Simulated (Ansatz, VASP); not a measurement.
# One calculation of Bi, two programs

```
Bi
1.0
    -1.98143    1.98143    2.06069
     1.98143   -1.98143    2.06069
     1.98143    1.98143   -2.06069
Bi
1
Direct
  0.00000 0.00000 0.00000
```

Alike in both runs: functional PBEsol; k mesh 8 × 8 × 8; occupations fermi-dirac, width 0.05 eV; no spin polarisation.

|  | VASP | Ansatz |
| --- | --- | --- |
| version | VASP 6.6.1 | Ansatz 0.2.0 |
| potentials or method | VASP PAW PBE potentials, release 64 (Bi_d) | Ansatz PAW |
| plane-wave cutoff (eV) | 520 | 420 |
| valence electrons in the cell | 15 | 15 |
| task | single point | band structure |

```tsv
	VASP	Ansatz	Ansatz less VASP
gap on the k mesh at the Fermi level (eV)	none	none	-
pressure (GPa)	-4.1	-4.0	+0.07
traceless stress, the component that is largest in VASP (GPa)	-1.04	-1.05	-0.005
```

VASP's potentials were made for PBE, not for PBEsol. A gap of «none» marks a metal or a gap that the smearing closes.

Spin-orbit coupling is off throughout.
